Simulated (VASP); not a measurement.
# NaH: single point with PBE

NaH:

```
CELL_PARAMETERS angstrom
2.93529 0.00000 0.00000
0.00000 2.93529 0.00000
0.00000 0.00000 2.93529
ATOMIC_POSITIONS crystal
Na 0.00000 0.00000 0.00000
H 0.50000 0.50000 0.50000
```

| Item | Value |
| --- | --- |
| Program | VASP 6.6.1 |
| Task | single point |
| Functional | PBE |
| Potentials or basis | VASP PAW PBE potentials, release 64 (Na_pv, H) |
| Cutoff | 520 eV |
| k mesh | 6 × 6 × 6 |
| Occupations | gaussian, width 0.01 eV |
| Spin | no spin polarisation |

```yaml
Pressure: 0.7 GPa
Band_gap_on_the_k_mesh: 1.03 eV, indirect (least direct gap 4.49 eV)
```

Levels at points of the mesh, in eV from the valence-band top:
| k point | band 2 | band 3 | band 4 | band 5 | band 6 | band 7 |
| --- | --- | --- | --- | --- | --- | --- |
| (0.00, 0.00, 0.00) | -24.57 | -24.57 | -6.02 | 8.82 | 11.04 | 11.04 |
| (0.50, 0.00, 0.00) | -24.55 | -24.55 | -3.46 | 1.03 | 11.06 | 14.32 |
| (0.50, 0.50, 0.00) | -24.72 | -24.54 | -1.77 | 4.31 | 4.31 | 6.91 |
| (0.50, 0.50, 0.50) | -24.70 | -24.70 | 0.00 | 6.92 | 6.92 | 6.92 |

Run time: 5.1 s on 1 thread of Intel Xeon 6975P-C, with other jobs on the host, peak memory 0.13 GiB.

A k mesh can miss the band edges.
